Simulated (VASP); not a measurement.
# InP (F-43m) in VASP: settings compared

Aim: see how the results for InP move with the level of theory and the settings. Levels: PBE, r2SCAN, HSE06. Tasks: single point.

Everything below comes from runs of VASP 6.6.1. Logs are shortened: lines on timing, memory, paths and dates and some standing lists are left out, and cuts for length are marked.

### 1 The cell of the first run

Symmetry: F-43m, No. 216, cubic system. The conventional cell has a = 5.908 Å, b = 5.908 Å, c = 5.908 Å, α = 90.00°, β = 90.00°, γ = 90.00°. In (site symmetry -43m) has 4 P at 2.56 Å within 3.4 Å. Within 3.4 Å of P (site symmetry -43m) lie 4 In at 2.56 Å.

### 2 Single point, PBE

File INCAR:

```
  ALGO = Normal
  EDIFF = 1E-7
  ENCUT = 520
  GGA = PE
  ISIF = 2
  ISMEAR = 0
  LASPH = True
  LCHARG = True
  LELF = True
  LREAL = False
  LVHAR = True
  LWAVE = False
  NBANDS = 16
  NELM = 100
  PREC = Accurate
  SIGMA = 0.01
```

File KPOINTS:

```
k-points
0
Gamma
  4 4 4
```

File POSCAR:

```
InP
1.0
    0.0000000000      2.9537876506      2.9537876506
    2.9537876506      0.0000000000      2.9537876506
    2.9537876506      2.9537876506      0.0000000000
In P
1 1
Direct
    0.0000000000      0.0000000000      0.0000000000
    0.2500000000      0.2500000000      0.2500000000
```

Potentials or basis: VASP PAW PBE potentials, release 64 (In_d, P).

On the command line:

```
$ cat potpaw_PBE.64/In_d/POTCAR potpaw_PBE.64/P/POTCAR > POTCAR
$ mpirun -np 1 vasp_std > vasp.out
```

OUTCAR:

```text
EDIFF = 1E-7
   ENCUT = 520
   GGA = PE
   ISIF = 2
   ISMEAR = 0
   LASPH = True
   LREAL = False
   NELM = 100
   PREC = Accurate

 ion  position               nearest neighbor table
   1  0.000  0.000  0.000-   2 2.56   2 2.56   2 2.56   2 2.56
   2  0.250  0.250  0.250-   1 2.56   1 2.56   1 2.56   1 2.56

  LATTYP: Found a face centered cubic cell.
 ALAT       =     5.9075753012

  Lattice vectors:

 A1 = (   0.0000000000,   2.9537876506,   2.9537876506)
 A2 = (   2.9537876506,   0.0000000000,   2.9537876506)
 A3 = (   2.9537876506,   2.9537876506,   0.0000000000)

Analysis of symmetry for initial positions (statically):
=====================================================================
 Subroutine PRICEL returns:
 Original cell was already a primitive cell.

 Routine SETGRP: Setting up the symmetry group for a
 face centered cubic supercell.

 Subroutine GETGRP returns: Found 24 space group operations
 (whereof 24 operations were pure point group operations)
 out of a pool of 48 trial point group operations.

The static configuration has the point symmetry T_d .

Analysis of symmetry for dynamics (positions and initial velocities):
=====================================================================
 Subroutine PRICEL returns:
 Original cell was already a primitive cell.

 Routine SETGRP: Setting up the symmetry group for a
 face centered cubic supercell.

 Subroutine GETGRP returns: Found 24 space group operations
 (whereof 24 operations were pure point group operations)
 out of a pool of 48 trial point group operations.

The dynamic configuration has the point symmetry T_d .

 Subroutine INISYM returns: Found 24 space group operations
 (whereof 24 operations are pure point group operations),
 and found     1 'primitive' translations

----------------------------------------------------------------------------------------

                                     Primitive cell

  volume of cell :      51.5428

  direct lattice vectors                    reciprocal lattice vectors
     0.000000000  2.953787651  2.953787651    -0.169274186  0.169274186  0.169274186
     2.953787651  0.000000000  2.953787651     0.169274186 -0.169274186  0.169274186
     2.953787651  2.953787651  0.000000000     0.169274186  0.169274186 -0.169274186

  length of vectors
     4.177286556  4.177286556  4.177286556     0.293191490  0.293191490  0.293191490

  position of ions in fractional coordinates (direct lattice)
     0.000000000  0.000000000  0.000000000
     0.250000000  0.250000000  0.250000000

  ion indices of the primitive-cell ions
   primitive index   ion index
                 1           1
                 2           2

----------------------------------------------------------------------------------------

 KPOINTS: k-points

Automatic generation of k-mesh.
 Grid dimensions read from file:
 generate k-points for:    4    4    4

 Generating k-lattice:

  Cartesian coordinates                     Fractional coordinates (reciprocal lattice)
    -0.042318546  0.042318546  0.042318546     0.250000000  0.000000000  0.000000000
     0.042318546 -0.042318546  0.042318546     0.000000000  0.250000000  0.000000000
     0.042318546  0.042318546 -0.042318546     0.000000000  0.000000000  0.250000000

  Length of vectors
     0.073297873  0.073297873  0.073297873

  Shift w.r.t. Gamma in fractional coordinates (k-lattice)
     0.000000000  0.000000000  0.000000000

 Subroutine IBZKPT returns following result:
 ===========================================

 Found      8 irreducible k-points:

 Following reciprocal coordinates:
            Coordinates               Weight
  0.000000  0.000000  0.000000      1.000000
  0.250000  0.000000  0.000000      8.000000
  0.500000  0.000000  0.000000      4.000000
  0.250000  0.250000  0.000000      6.000000
  0.500000  0.250000  0.000000     24.000000
 -0.250000  0.250000  0.000000     12.000000
  0.500000  0.500000  0.000000      3.000000
 -0.250000  0.500000  0.250000      6.000000
   k-points           NKPTS =      8   k-points in BZ     NKDIM =      8   number of bands    NBANDS=     16
   number of dos      NEDOS =    301   number of ions     NIONS =      2
   total plane-waves  NPLWV =  32768
   dimension x,y,z NGX =    32 NGY =   32 NGZ =   32
   dimension x,y,z NGXF=    64 NGYF=   64 NGZF=   64
   ions per type =               1   1
   NGX,Y,Z   is equivalent  to a cutoff of  12.74, 12.74, 12.74 a.u.
   NGXF,Y,Z  is equivalent  to a cutoff of  25.47, 25.47, 25.47 a.u.
 SYSTEM =  unknown system
   PREC   = accura    normal or accurate (medium, high low for compatibility)
   ISTART =      0    job   : 0-new  1-cont  2-samecut
   ICHARG =      2    charge: 1-file 2-atom 10-const
   ISPIN  =      1    spin polarized calculation?
   LNONCOLLINEAR =      F non collinear calculations
   LSORBIT =      F    spin-orbit coupling
   LASPH  =      T    aspherical Exc in radial PAW
[... 31 lines left out ...]
   LEPSILON=     F    determine dielectric tensor
   LRPA    =     F    only Hartree local field effects (RPA)
 non-spin polarized calculation
 Gauss-broadening in eV      SIGMA  =   0.01
  energy-cutoff  :      520.00
  volume of cell :       51.54
 maximum number of plane-waves:      1411
   NGX = 15   NGY = 15   NGZ = 15

 number of electron      18.0000009 magnetization

 Free energy of the ion-electron system (eV)
  ---------------------------------------------------
  ext. energy  EPLUGINS =         0.00000000
  ---------------------------------------------------
  free energy    TOTEN  =        -8.29199957 eV

  energy without entropy =       -8.29199957  energy(sigma->0) =       -8.29199957

 E-fermi :   5.0411     XC(G=0):  -9.1577

 val. band max:        4.9775114113   @ k =   0.0000   0.0000   0.0000
 cond. band min:       5.5456766825   @ k =   0.0000   0.0000   0.0000
 fundamental gap:      0.5681652712
 Fermi energy:         5.0411378937

 k-point     1 :       0.0000    0.0000    0.0000
  band No.  band energies     occupation
      1      -9.2125      2.00000
      2      -9.2125      2.00000
      3      -9.2125      2.00000
      4      -9.0742      2.00000
      5      -9.0742      2.00000
      6      -6.3849      2.00000
[... 8 lines left out ...]
     15      14.3644      0.00000
     16      14.3644      0.00000

 k-point     2 :       0.2500    0.0000    0.0000
  band No.  band energies     occupation
      1      -9.2672      2.00000
      2      -9.1911      2.00000
      3      -9.1911      2.00000
      4      -9.0716      2.00000
      5      -9.0716      2.00000
      6      -5.7337      2.00000
[... 8 lines left out ...]
     15      13.5193      0.00000
     16      14.0465      0.00000

 k-point     3 :       0.5000    0.0000    0.0000
  band No.  band energies     occupation
      1      -9.3180      2.00000
      2      -9.1769      2.00000
      3      -9.1769      2.00000
      4      -9.0615      2.00000
      5      -9.0615      2.00000
      6      -4.7335      2.00000
[... 8 lines left out ...]
     15      15.5431      0.00000
     16      15.5431      0.00000

 k-point     4 :       0.2500    0.2500    0.0000
  band No.  band energies     occupation
      1      -9.3042      2.00000
      2      -9.1656      2.00000
      3      -9.1656      2.00000
      4      -9.0951      2.00000
      5      -9.0580      2.00000
      6      -5.5180      2.00000
[... 8 lines left out ...]
     15      14.9066      0.00000
     16      16.9081      0.00000

 k-point     5 :       0.5000    0.2500    0.0000
  band No.  band energies     occupation
      1      -9.3401      2.00000
      2      -9.1557      2.00000
      3      -9.1444      2.00000
      4      -9.0920      2.00000
      5      -9.0545      2.00000
      6      -4.4808      2.00000
[... 8 lines left out ...]
     15      15.6720      0.00000
     16      16.8162      0.00000

 k-point     6 :      -0.2500    0.2500    0.0000
  band No.  band energies     occupation
      1      -9.3134      2.00000
      2      -9.1705      2.00000
      3      -9.1635      2.00000
      4      -9.0750      2.00000
      5      -9.0691      2.00000
      6      -4.8528      2.00000
[... 8 lines left out ...]
     15      15.2343      0.00000
     16      16.7100      0.00000

 k-point     7 :       0.5000    0.5000    0.0000
  band No.  band energies     occupation
      1      -9.3801      2.00000
      2      -9.1202      2.00000
      3      -9.1167      2.00000
      4      -9.1167      2.00000
      5      -9.0419      2.00000
      6      -4.1017      2.00000
[... 8 lines left out ...]
     15      15.7074      0.00000
     16      16.7062      0.00000

 k-point     8 :      -0.2500    0.5000    0.2500
  band No.  band energies     occupation
      1      -9.3486      2.00000
      2      -9.1577      2.00000
      3      -9.1243      2.00000
      4      -9.0924      2.00000
      5      -9.0601      2.00000
      6      -4.0305      2.00000
[... 8 lines left out ...]
     15      16.1747      0.00000
     16      16.8875      0.00000

------------------------ aborting loop because EDIFF is reached ----------------------------------------

  FORCE on cell =-STRESS in cart. coord.  units (eV):
  Direction    XX          YY          ZZ          XY          YZ          ZX
  --------------------------------------------------------------------------------------
  -------------------------------------------------------------------------------------
  Total        0.5706397      0.5706397      0.5706397      0.0000000      0.0000000     -0.0000000
  in kB       17.7380059     17.7380059     17.7380059      0.0000000      0.0000000     -0.0000000
  external PRESSURE =      17.7380059 kB  Pullay stress =       0.0000000 kB

 VOLUME and BASIS-vectors are now :
 -----------------------------------------------------------------------------
  energy-cutoff  :      520.00
  volume of cell :       51.54
      direct lattice vectors                 reciprocal lattice vectors
     0.000000000  2.953787651  2.953787651    -0.169274186  0.169274186  0.169274186
     2.953787651  0.000000000  2.953787651     0.169274186 -0.169274186  0.169274186
     2.953787651  2.953787651  0.000000000     0.169274186  0.169274186 -0.169274186

 POSITION                                       TOTAL-FORCE (eV/Angst)
 -----------------------------------------------------------------------------------
      0.00000      0.00000      0.00000        -0.000000      0.000000     -0.000000
      1.47689      1.47689      1.47689         0.000000     -0.000000      0.000000
 -----------------------------------------------------------------------------------
    total drift:                               -0.000000     -0.000000     -0.000000

  FREE ENERGIE OF THE ION-ELECTRON SYSTEM (eV)
  ---------------------------------------------------
  free  energy   TOTEN  =        -8.2919995704 eV

  energy  without entropy=       -8.2919995704  energy(sigma->0) =       -8.29199957
```

Wall time 8.4 s (1 thread of Intel Xeon Platinum 8488C (Sapphire Rapids), shared host); peak memory 0.17 GiB.

What came out:

```
Free energy            : -8.2920 eV
Pressure               : 1.8 GPa
Band gap on the k mesh : 0.57 eV, direct
```

Caveat: the k points lie up to 0.46 Å⁻¹ apart; spin-orbit coupling is left out, which moves the levels of the heavy elements.

[end of part 1 of 2]
